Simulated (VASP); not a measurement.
The system is K3Na.

```
Na K
1.0
     0.00000    4.58000    4.58000
     4.58000    0.00000    4.58000
     4.58000    4.58000    0.00000
Na K
1 3
Direct
  0.00000 0.00000 0.00000
  0.50000 0.50000 0.50000
  0.25000 0.25000 0.25000
  0.75000 0.75000 0.75000
```

```yaml
Program: VASP 6.6.1
Task: relaxation of cell and atoms
Functional: PBEsol
Potentials_or_basis: VASP PAW PBE potentials, release 64 (Na_pv, K_sv)
Cutoff: 500 eV
k_mesh: 4 × 4 × 4
Occupations: gaussian, width 0.1 eV
Spin: no spin polarisation
```

At the start: pressure 1.6 GPa; volume 48.04 Å³/atom.

**Question.** Where does the relaxation end?

**Answer.** Over 4 steps the energy falls by 51.4 meV/atom and the volume is 60.27 Å³/atom (+25.5 %); space group Fm-3m (No. 225, to 0.1 Å) before and after.

The path:
```
step  energy change (eV)  largest force (eV/Å)  pressure (GPa)  volume (Å³)
   1              0.0000                0.0000            1.58       192.14
   2             -0.1066                0.0000            0.99       205.60
   3             -0.2026                0.0000            0.15       234.83
   4             -0.2057                0.0000            0.02       241.06
```

Final structure:
```
CELL_PARAMETERS angstrom
0.00000 4.93968 4.93968
4.93968 0.00000 4.93968
4.93968 4.93968 0.00000
ATOMIC_POSITIONS crystal
Na 0.00000 0.00000 0.00000
K 0.50000 0.50000 0.50000
K 0.25000 0.25000 0.25000
K 0.75000 0.75000 0.75000
```

Caveat: the volume moved by over 15 % at a fixed basis, so the end points are rough; the PAW data sets were made with another functional, which shifts forces and pressure a little.
